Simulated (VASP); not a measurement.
MoH4, 5 atoms in the cell. It takes space group I-43m (No. 217, cubic). The conventional cell has a = 5.074 Å, b = 5.074 Å, c = 5.074 Å, α = 90.00°, β = 90.00°, γ = 90.00°. Within 1.5 Å of H (site symmetry 3m) lie 1 Mo at 1.11 Å. Within 1.5 Å of Mo (site symmetry -43m) lie 4 H at 1.11 Å. 

```yaml
Program: VASP 6.6.1
Task: relaxation of cell and atoms
Functional: PBE
Potentials_or_basis: VASP PAW PBE potentials, release 64 (H, Mo_sv)
Cutoff: 600 eV
k_mesh: 6 × 6 × 6
Occupations: gaussian, width 0.1 eV
Spin: no spin polarisation
Dipole_correction: no
Further_INCAR_settings: ALGO = Normal; EDIFF = 1e-06; IBRION = 2; EDIFFG = -0.04; NSW = 90; ISIF = 3
```

Potentials or basis: VASP PAW PBE potentials, release 64 (H, Mo_sv).

The run is started by

```console
$ cat potpaw_PBE.64/H/POTCAR potpaw_PBE.64/Mo_sv/POTCAR > POTCAR
$ mpirun -np 1 vasp_std > vasp.out
```

Hardware: 1 thread of Intel(R) Xeon(R) 6975P-C (Granite Rapids), on a shared host.

**Question.** How long does it take, and how much memory?

**Answer.** Wall time 3.2 min on 1 thread of Intel(R) Xeon(R) 6975P-C (Granite Rapids), with other jobs on the host, peak memory 0.22 GiB. Counts: scf iterations 315, k points 16, ion steps 39.
